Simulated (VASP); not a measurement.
Set up this calculation in VASP 6.6.1, as the native input.

```
Task                   : single point
Functional             : revPBE
Potentials or basis    : VASP PAW PBE potentials, release 64 (La, O)
Cutoff                 : 520 eV
k mesh                 : 6 × 6 × 4
Occupations            : gaussian, width 0.01 eV
Spin                   : no spin polarisation
Dipole correction      : no
Further INCAR settings : ALGO = Normal; EDIFF = 1e-06; NBANDS = 28
```

The structure of La2O3 lies in POSCAR:

```
La2O3
1.0
    3.9307778800      0.0000000000      0.0000000000
   -1.9653889400      3.4041535000      0.0000000000
    0.0000000000      0.0000000000      6.1119535200
La O
2 3
Direct
    0.6666666698      0.3333333294      0.7537643202
    0.3333333302      0.6666666706      0.2462356798
    0.6666666698      0.3333333294      0.3541093503
    0.3333333302      0.6666666706      0.6458906497
    0.0000000000      0.0000000000      0.0000000000
```

These files were run (other wordings do the same):

INCAR

```
PREC     = Accurate       # precision mode
ENCUT    = 520            # plane-wave cutoff, eV
EDIFF    = 1E-6           # SCF threshold, eV
ISMEAR   = 0              # smearing method
SIGMA    = 0.01           # smearing width, eV
LREAL    = False          # projectors in reciprocal space
LASPH    = True           # aspherical terms in the spheres
NELM     = 100            # most SCF steps
ALGO     = Normal         # electronic algorithm
ISIF     = 2              # what is computed and relaxed
LWAVE    = False          # write WAVECAR
LCHARG   = False          # write CHGCAR
GGA      = RE             # functional
NBANDS   = 28             # bands
```

KPOINTS

```
Automatic mesh
0
Gamma
  6 6 4
```

Potentials or basis: VASP PAW PBE potentials, release 64 (La, O).

Launch:

```bash
$ cat potpaw_PBE.64/La/POTCAR potpaw_PBE.64/O/POTCAR > POTCAR
$ mpirun -np 1 vasp_std > vasp.out
```

It gave:

| Item | Value |
| --- | --- |
| Pressure | 3.8 GPa |
| Largest force | 0.029 eV/Å |
| Band gap on the k mesh | 3.91 eV (least direct gap 4.06 eV) |

Caveat: the cell stands under pressure; the PAW data sets were made with another functional, which shifts forces and pressure a little; spin-orbit coupling is left out, which moves the levels of the heavy elements.

It took 54 s on 1 thread of Intel(R) Xeon(R) 6975P-C (Granite Rapids), with other jobs on the host, peak memory 0.22 GiB.
